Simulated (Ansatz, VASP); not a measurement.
**Two plane-wave programs on Tc**

```
Tc
1.0
     0.00000    1.96291    1.96291
     1.96291    0.00000    1.96291
     1.96291    1.96291    0.00000
Tc
1
Cartesian
  0.0000 0.0000 0.0000
```

Change from the starting cell: volume scaled by 1.02, PAW files.

Alike in both runs: task electric field gradients; functional PBEsol; k mesh 18 × 18 × 18; occupations fermi-dirac, width 0.03 eV; no spin polarisation.

|  | VASP | Ansatz |
| --- | --- | --- |
| version | VASP 6.6.1 | Ansatz 0.2.0 |
| potentials or method | VASP PAW PBE potentials, release 64 (Tc_pv) | PAW with Ansatz's default frozen-core files, scalar-relativistic |
| plane-wave cutoff (eV) | 520 | 500 |
| valence electrons in the cell | 13 | 15 |

```csv
,VASP,Ansatz,Ansatz less VASP
pressure (GPa),-20.6,-20.0,+0.59
```

VASP's potentials were made for PBE, not for PBEsol. VASP's potentials hold 13 valence electrons a cell and Ansatz's 15, so a difference there can come from the potentials and not from the codes.
